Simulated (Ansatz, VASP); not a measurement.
**WS2: VASP beside Ansatz**

```
CELL_PARAMETERS angstrom
3.18781 0.00000 0.00000
-1.59390 2.76072 0.00000
0.00000 0.00000 14.79168
ATOMIC_POSITIONS crystal
W 0.66667 0.33333 0.75000
W 0.33333 0.66667 0.25000
S 0.33333 0.66667 0.85620
S 0.66667 0.33333 0.35620
S 0.33333 0.66667 0.64380
S 0.66667 0.33333 0.14380
```

Alike in both runs: functional PBE; k mesh 12 × 12 × 2; occupations gaussian, width 0.02 eV; no spin polarisation.

Ansatz relaxed the structure, and its values are those at the end. VASP's run is a single point on that final structure, the one shown.

|  | VASP | Ansatz |
| --- | --- | --- |
| version | VASP 6.6.1 | Ansatz 0.2.0 |
| potentials or method | VASP PAW PBE potentials, release 64 (W_sv, S), cutoff 520 eV | scalar-relativistic, plane waves, PAW |
| valence electrons in the cell | 52 | 52 |

VASP gave:

```
gap on the k mesh at the Fermi level (eV) : 1.63
least direct gap on the mesh (eV)         : 1.80
pressure (GPa)                            : 0.0
```

Task: What did Ansatz give for the same quantities?

Result: gap on the k mesh at the Fermi level (eV): 1.62; least direct gap on the mesh (eV): 1.79; pressure (GPa): 0.0.

Neither program's run includes spin-orbit coupling.
